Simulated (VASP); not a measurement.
A run of VASP 6.6.1 is set up as follows.

File INCAR:

```
  PREC = Accurate
  ENCUT = 520
  EDIFF = 1E-7
  ISMEAR = 0
  SIGMA = 0.1
  LREAL = False
  LASPH = True
  NELM = 60
  ALGO = Normal
  ISIF = 2
  LWAVE = False
  LCHARG = True
  GGA = PE
  LELF = True
  LVHAR = True
  NBANDS = 31
```

KPOINTS

```
regular mesh
0
Gamma
  12 12 12
```

Contents of POSCAR:

```
Ta3B2N
1.0
    5.7353270454      0.0000000000      0.0000000000
   -2.8676635227      4.9669389204      0.0000000000
    0.0000000000      0.0000000000      3.1350445090
Ta B N
3 2 1
Direct
    0.5000000000      0.0000000000      0.5000000000
    0.0000000000      0.5000000000      0.5000000000
    0.5000000000      0.5000000000      0.5000000000
    0.6666666667      0.3333333333      0.0000000000
    0.3333333333      0.6666666667      0.0000000000
    0.0000000000      0.0000000000      0.0000000000
```

Potentials or basis: VASP PAW PBE potentials, release 64 (Ta_pv, B, N).

The run is started by

```sh
$ cat potpaw_PBE.64/Ta_pv/POTCAR potpaw_PBE.64/B/POTCAR potpaw_PBE.64/N/POTCAR > POTCAR
$ mpirun -np 1 vasp_std > vasp.out
```

Task: Estimate the band gap on the k mesh.

Result: Zero (band 22 reaches 4.64 eV, above the bottom of band 23 at 3.67 eV).

Task: Predict the pressure.

Result: 0.2 GPa.

Stress tensor (GPa, compression positive):
```
0.13 0.00 0.00
0.00 0.13 0.00
0.00 0.00 0.28
```

Caveat: spin-orbit coupling is left out, which moves the levels of the heavy elements.
